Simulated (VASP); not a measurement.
# InP (Cmcm) in VASP: single point with PBE

Aim: the single point of InP with PBE.

Program: VASP 6.6.1. These are calculated values, not measurements. Logs are shortened: lines on timing, memory, paths and dates and some standing lists are left out, and cuts for length are marked.

## 1. The cell of the first run

Symmetry: Cmcm, No. 63, orthorhombic system. The conventional cell has a = 5.774 Å, b = 5.808 Å, c = 5.774 Å, α = 90.00°, β = 90.00°, γ = 90.00°. In (site symmetry m2m) has 6 P at 2.89 to 2.92 Å and 2 In at 3.86 Å within 3.9 Å. P (site symmetry m2m) has 6 In at 2.89 to 2.92 Å and 2 P at 3.88 Å within 3.9 Å.

## 2. Single point, PBE (Sb replaced by P, lengths x 0.932, strained)

File INCAR:

```
PREC = Accurate
ENCUT = 500
EDIFF = 1E-6
ISMEAR = 0
SIGMA = 0.1
LREAL = False
LASPH = True
NELM = 120
ALGO = Normal
ISIF = 2
LWAVE = False
LCHARG = True
GGA = PE
LELF = True
LVHAR = True
NBANDS = 26
GGA_COMPAT = False
```

File KPOINTS:

```
regular mesh
0
Gamma
  10 10 8
```

File POSCAR:

```
InP
1.0
    2.8868267781     -2.9038453420      0.0000000000
    2.8868267781      2.9038453420      0.0000000000
    0.0000000000      0.0000000000      5.7739042312
In P
2 2
Direct
    0.2794110000      0.7205890000      0.2500000000
    0.7205890000      0.2794110000      0.7500000000
    0.7772050000      0.2227950000      0.2500000000
    0.2227950000      0.7772050000      0.7500000000
```

Potentials or basis: VASP PAW PBE potentials, release 64 (In_d, P).

Launch:

```bash
cat potpaw_PBE.64/In_d/POTCAR potpaw_PBE.64/P/POTCAR > POTCAR
mpirun -np 1 vasp_std > vasp.out
```

OUTCAR:

```text
PREC = Accurate
   ENCUT = 500
   EDIFF = 1E-6
   ISMEAR = 0
   LREAL = False
   LASPH = True
   NELM = 120
   ISIF = 2
   GGA = PE

 ion  position               nearest neighbor table
   1  0.279  0.721  0.250-   3 2.89   3 2.89   3 2.89   4 2.91   4 2.91   3 2.92   2 3.86   2 3.86

   2  0.721  0.279  0.750-   4 2.89   4 2.89   4 2.89   3 2.91   3 2.91   4 2.92   1 3.86   1 3.86

   3  0.777  0.223  0.250-   1 2.89   1 2.89   1 2.89   2 2.91   2 2.91   1 2.92
   4  0.223  0.777  0.750-   2 2.89   2 2.89   2 2.89   1 2.91   1 2.91   2 2.92

  LATTYP: Found a base centered orthorhombic cell.
 ALAT       =     5.7736535562
 B/A-ratio  =     1.0058952494
 C/A-ratio  =     1.0000434170

  Lattice vectors:

 A1 = (   2.8868267781,  -2.9038453420,   0.0000000000)
 A2 = (   2.8868267781,   2.9038453420,   0.0000000000)
 A3 = (   0.0000000000,   0.0000000000,   5.7739042312)

Analysis of symmetry for initial positions (statically):
=====================================================================
 Subroutine PRICEL returns:
 Original cell was already a primitive cell.

 Routine SETGRP: Setting up the symmetry group for a
 base centered orthorhombic supercell.

 Subroutine GETGRP returns: Found  8 space group operations
 (whereof  4 operations were pure point group operations)
 out of a pool of  8 trial point group operations.

The static configuration has the point symmetry C_2h.
 The point group associated with its full space group is D_2h.

Analysis of symmetry for dynamics (positions and initial velocities):
=====================================================================
 Subroutine PRICEL returns:
 Original cell was already a primitive cell.

 Routine SETGRP: Setting up the symmetry group for a
 base centered orthorhombic supercell.

 Subroutine GETGRP returns: Found  8 space group operations
 (whereof  4 operations were pure point group operations)
 out of a pool of  8 trial point group operations.

The dynamic configuration has the point symmetry C_2h.
 The point group associated with its full space group is D_2h.

 Subroutine INISYM returns: Found  8 space group operations
 (whereof  4 operations are pure point group operations),
 and found     1 'primitive' translations

----------------------------------------------------------------------------------------

                                     Primitive cell

  volume of cell :      96.8041

  direct lattice vectors                    reciprocal lattice vectors
     2.886826778 -2.903845342  0.000000000     0.173200555 -0.172185479  0.000000000
     2.886826778  2.903845342  0.000000000     0.173200555  0.172185479  0.000000000
     0.000000000  0.000000000  5.773904231     0.000000000  0.000000000  0.173193035

  length of vectors
     4.094641207  4.094641207  5.773904231     0.244225861  0.244225861  0.173193035

  position of ions in fractional coordinates (direct lattice)
     0.279411000  0.720589000  0.250000000
     0.720589000  0.279411000  0.750000000
     0.777205000  0.222795000  0.250000000
     0.222795000  0.777205000  0.750000000

  ion indices of the primitive-cell ions
   primitive index   ion index
                 1           1
                 2           2
                 3           3
                 4           4

----------------------------------------------------------------------------------------

 KPOINTS: regular mesh

Automatic generation of k-mesh.
 Grid dimensions read from file:
 generate k-points for:   10   10    8

 Generating k-lattice:

  Cartesian coordinates                     Fractional coordinates (reciprocal lattice)
     0.017320055 -0.017218548  0.000000000     0.100000000  0.000000000  0.000000000
     0.017320055  0.017218548  0.000000000     0.000000000  0.100000000  0.000000000
     0.000000000  0.000000000  0.021649129     0.000000000  0.000000000  0.125000000

  Length of vectors
     0.024422586  0.024422586  0.021649129

  Shift w.r.t. Gamma in fractional coordinates (k-lattice)
     0.000000000  0.000000000  0.000000000

 Subroutine IBZKPT returns following result:
 ===========================================

 Found    155 irreducible k-points:

 Following reciprocal coordinates:
            Coordinates               Weight
  0.000000  0.000000  0.000000      1.000000
  0.100000  0.000000  0.000000      4.000000
  0.200000  0.000000  0.000000      4.000000
  0.300000  0.000000  0.000000      4.000000
  0.400000  0.000000  0.000000      4.000000
  0.500000  0.000000  0.000000      2.000000
[... 16 lines left out ...]
  0.300000  0.300000  0.000000      2.000000
  0.400000  0.300000  0.000000      4.000000
 [... further k-points ...]
   k-points           NKPTS =    155   k-points in BZ     NKDIM =    155   number of bands    NBANDS=     26
   number of dos      NEDOS =    301   number of ions     NIONS =      4
   total plane-waves  NPLWV =  37800
   dimension x,y,z NGX =    30 NGY =   30 NGZ =   42
   dimension x,y,z NGXF=    60 NGYF=   60 NGZF=   84
   ions per type =               2   2
   NGX,Y,Z   is equivalent  to a cutoff of  12.18, 12.18, 12.09 a.u.
   NGXF,Y,Z  is equivalent  to a cutoff of  24.36, 24.36, 24.19 a.u.
 SYSTEM =  unknown system
   PREC   = accura    normal or accurate (medium, high low for compatibility)
   ISTART =      0    job   : 0-new  1-cont  2-samecut
   ICHARG =      2    charge: 1-file 2-atom 10-const
   ISPIN  =      1    spin polarized calculation?
   LNONCOLLINEAR =      F non collinear calculations
   LSORBIT =      F    spin-orbit coupling
   LASPH  =      T    aspherical Exc in radial PAW
   ENCUT  =  500.0 eV  36.75 Ry    6.06 a.u.   7.47  7.47 10.53*2*pi/ulx,y,z
   NELM   =    120;   NELMIN=  2; NELMDL= -5     # of ELM steps
   EDIFF  = 0.1E-05   stopping-criterion for ELM
   LREAL  =      F    real-space projection
   EDIFFG = 0.1E-04   stopping-criterion for IOM
   NSW    =      0    number of steps for IOM
   IBRION =     -1    ionic relax: 0-MD 1-quasi-New 2-CG
   NFREE  =      0    steps in history (QN), initial steepest desc. (CG)
   ISIF   =      2    stress and relaxation
   ISYM   =      2    0-nonsym 1-usesym 2-fastsym
   POTIM  = 0.5000    time-step for ionic-motion
   TEBEG  =    0.0;   TEEND  =   0.0 temperature during run
   PSTRESS=    0.0 pullay stress
   NELECT =      36.0000    total number of electrons
   NUPDOWN=      -1.0000    fix difference up-down
   EMIN   =  10.00;   EMAX   =-10.00  energy-range for DOS
   EFERMI =   0.00;   METHOD = LEGACY
   ISMEAR =     0;   SIGMA  =   0.10  broadening in eV -4-tet -1-fermi 0-gaus
   EFERMI_NEDOS =   21; number of points for ismear=-14 and -15
   IALGO  =     38    algorithm
   IMIX   =      4    mixing-type and parameters
     AMIX     =   0.40;   BMIX     =  1.00
     AMIX_MAG =   1.60;   BMIX_MAG =  1.00
  volume/ion in A,a.u.               =      24.20       163.32
  Fermi-wavevector in a.u.,A,eV,Ry     =   1.177275  2.224726 18.857338  1.385975
  Thomas-Fermi vector in A             =   2.313624
   LORBIT       =      0    0 simple, 1 ext, 2 COOP (PROOUT), +10 PAW based schemes
   GGA     = PE    functional components
   LHFCALC =     F    Hartree Fock is set to
   AEXX    =    0.0000 exact exchange contribution
   IVDW    =     0    specifies the selected vdW correction
   LEPSILON=     F    determine dielectric tensor
   LRPA    =     F    only Hartree local field effects (RPA)
 non-spin polarized calculation
 Gauss-broadening in eV      SIGMA  =   0.10
  energy-cutoff  :      500.00
  volume of cell :       96.80
 maximum number of plane-waves:      2486
 NGX is ok and might be reduce to    30
   NGX = 15   NGY = 15   NGZ = 21

 number of electron      35.9999988 magnetization

 Free energy of the ion-electron system (eV)
  ---------------------------------------------------
  ext. energy  EPLUGINS =         0.00000000
  ---------------------------------------------------
  free energy    TOTEN  =       -15.50253935 eV

  energy without entropy =      -15.48690975  energy(sigma->0) =      -15.49472455

 E-fermi :   5.5485     XC(G=0):  -9.8081

 val. band max:        5.5467126157   @ k =   0.5000   0.0000   0.0000
 cond. band min:       5.5530673388   @ k =   0.5000   0.5000   0.2500
 fundamental gap:      0.0063547231
 Fermi energy:         5.5485401421

 k-point     1 :       0.0000    0.0000    0.0000
  band No.  band energies     occupation
      1      -8.7343      2.00000
      2      -8.5759      2.00000
      3      -8.5580      2.00000
      4      -8.5529      2.00000
      5      -8.5510      2.00000
      6      -8.5443      2.00000
[... 18 lines left out ...]
     25      13.2322      0.00000
     26      13.2792      0.00000

 k-point     2 :       0.1000    0.0000    0.0000
  band No.  band energies     occupation
      1      -8.7260      2.00000
      2      -8.5715      2.00000
      3      -8.5599      2.00000
      4      -8.5530      2.00000
      5      -8.5524      2.00000
      6      -8.5406      2.00000
[... 18 lines left out ...]
     25      12.5121      0.00000
     26      13.1347      0.00000

 k-point     3 :       0.2000    0.0000    0.0000
  band No.  band energies     occupation
      1      -8.7036      2.00000
      2      -8.5664      2.00000
      3      -8.5626      2.00000
      4      -8.5567      2.00000
      5      -8.5515      2.00000
      6      -8.5389      2.00000
[... 18 lines left out ...]
     25      12.5637      0.00000
     26      12.6436      0.00000

 k-point     4 :       0.3000    0.0000    0.0000
  band No.  band energies     occupation
      1      -8.6735      2.00000
      2      -8.5776      2.00000
      3      -8.5706      2.00000
      4      -8.5501      2.00000
      5      -8.5500      2.00000
      6      -8.5405      2.00000
[... 18 lines left out ...]
     25      11.4476      0.00000
     26      12.8229      0.00000
[... 496 lines left out ...]
      1      -8.6919      2.00000
      2      -8.5975      2.00000
      3      -8.5591      2.00000
      4      -8.5539      2.00000
      5      -8.5420      2.00000
      6      -8.5395      2.00000
[... 18 lines left out ...]
     25      11.9117      0.00000
     26      12.5015      0.00000

 k-point    23 :       0.3000    0.3000    0.0000
  band No.  band energies     occupation
      1      -8.6895      2.00000
      2      -8.6600      2.00000
      3      -8.5746      2.00000
      4      -8.5500      2.00000
      5      -8.5426      2.00000
      6      -8.5340      2.00000
[... 18 lines left out ...]
     25      12.7225      0.00000
     26      13.0861      0.00000

 k-point    24 :       0.4000    0.3000    0.0000
  band No.  band energies     occupation
      1      -8.6987      2.00000
      2      -8.6876      2.00000
      3      -8.5771      2.00000
      4      -8.5556      2.00000
      5      -8.5426      2.00000
      6      -8.5319      2.00000
[... 18 lines left out ...]
     25      13.0513      0.00000
     26      13.5567      0.00000

 [... further k-points ...]

------------------------ aborting loop because EDIFF is reached ----------------------------------------

  FORCE on cell =-STRESS in cart. coord.  units (eV):
  Direction    XX          YY          ZZ          XY          YZ          ZX
  --------------------------------------------------------------------------------------
  -------------------------------------------------------------------------------------
  Total       -4.2482306     -4.2081007     -4.2623879      0.0000000      0.0000000      0.0000000
  in kB      -70.3112607    -69.6470815    -70.5455745      0.0000000      0.0000000      0.0000000
  external PRESSURE =     -70.1679722 kB  Pullay stress =       0.0000000 kB

 VOLUME and BASIS-vectors are now :
 -----------------------------------------------------------------------------
  energy-cutoff  :      500.00
  volume of cell :       96.80
      direct lattice vectors                 reciprocal lattice vectors
     2.886826778 -2.903845342  0.000000000     0.173200555 -0.172185479  0.000000000
     2.886826778  2.903845342  0.000000000     0.173200555  0.172185479  0.000000000
     0.000000000  0.000000000  5.773904231     0.000000000  0.000000000  0.173193035

 POSITION                                       TOTAL-FORCE (eV/Angst)
 -----------------------------------------------------------------------------------
      2.88683      1.28111      1.44348         0.000000      0.076078     -0.000000
      2.88683     -1.28111      4.33043         0.000000     -0.076078      0.000000
      2.88683     -1.60992      1.44348         0.000000      0.212256      0.000000
      2.88683      1.60992      4.33043         0.000000     -0.212256     -0.000000
 -----------------------------------------------------------------------------------
    total drift:                                0.000000      0.000000      0.000000

  FREE ENERGIE OF THE ION-ELECTRON SYSTEM (eV)
  ---------------------------------------------------
  free  energy   TOTEN  =       -15.5025393461 eV

  energy  without entropy=      -15.4869097542  energy(sigma->0) =      -15.49472455
```

It took 6.3 min on 1 thread of Intel Xeon 8259CL, shared host; peak memory 0.41 GiB.

What came out:

```
Free energy            : -15.5025 eV
Pressure               : -7.0 GPa
Largest force          : 0.212 eV/Å
Band gap on the k mesh : zero (bands 18 and 19 overlap by 2.14 eV)
```

Forces on the atoms (eV/Å):
```
In   0.000  0.076  0.000
In   0.000 -0.076  0.000
P    0.000  0.212  0.000
P    0.000 -0.212  0.000
```

Caveat: the cell differs from its parent crystal (Sb replaced by P, lengths x 0.932, strained); the cell stands under tension; spin-orbit coupling is left out, which moves the levels of the heavy elements.
